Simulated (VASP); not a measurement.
Runs of VASP 6.6.1 on Sc. The structure is that of space group Pm-3m (No. 221), or close to it. The cells are those of the table. This isn't the form of Sc at room conditions, which is hcp.

```tsv
cell	k mesh	gap on the mesh (eV)	pressure (GPa)
a = 2.962 Å, 1 atom	10 × 10 × 10	none	0.1
a = 2.962 Å, 1 atom	12 × 12 × 12	none	(b)
a = 3.076 Å, 1 atom	12 × 12 × 12	none	(a)
a = 2.881 Å, 1 atom	12 × 12 × 12	none	3.4
a = 2.922 Å, 1 atom	12 × 12 × 12	none	1.6
```

Alike in all rows: task single point; level r2SCAN; potentials or basis VASP PAW PBE potentials, release 64 (Sc_sv); no spin polarisation; cutoff (eV) 520; smearing fermi-dirac 0.1 eV.

**Question.** Estimate the missing entries.

**Answer.** (a) -3.4; (b) 0.0.

Caveats: the PAW data sets were made with another functional, which shifts forces and pressure a little; the cell stands under tension (at least some runs); the cell stands under pressure (at least some runs).

A gap of «none» marks levels without a gap at the run's occupations.
